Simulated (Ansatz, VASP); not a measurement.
PbSe in VASP and in Ansatz

```
CELL_PARAMETERS angstrom
0.00000 3.06215 3.06215
3.06215 0.00000 3.06215
3.06215 3.06215 0.00000
ATOMIC_POSITIONS crystal
Pb 0.01061 0.01061 0.01061
Se 0.50000 0.50000 0.50000
```

Change from the starting cell: all Pb atoms moved +0.113 Å, as atom 1 along Cartesian [1 1 1].

Alike in both runs: task single point; functional PBE; k mesh 10 × 10 × 10; occupations gaussian, width 0.03 eV; no spin polarisation.

|  | VASP | Ansatz |
| --- | --- | --- |
| version | VASP 6.6.1 | Ansatz 0.2.0 |
| potentials or method | VASP PAW PBE potentials, release 64 (Pb_d, Se), cutoff 520 eV | scalar-relativistic, plane waves, PAW |
| valence electrons in the cell | 20 | 30 |

|  | VASP | Ansatz | Ansatz less VASP |
| --- | --- | --- | --- |
| gap on the k mesh at the Fermi level (eV) | 0.37 | 0.36 | -0.005 |
| least direct gap on the mesh (eV) | 0.37 | 0.36 | -0.005 |
| pressure (GPa) | 2.5 | 2.5 | +0.02 |
| rms of the force components (eV/Å) | 0.051 | 0.050 | -0.0015 |

Atom by atom the forces differ by 0.001 eV/Å (rms over components). With one functional, cell and mesh, what is left measures potentials, basis and numerics. VASP's potentials hold 20 valence electrons a cell and Ansatz's 30, so a difference there can come from the potentials and not from the codes.

Spin-orbit coupling is off throughout.
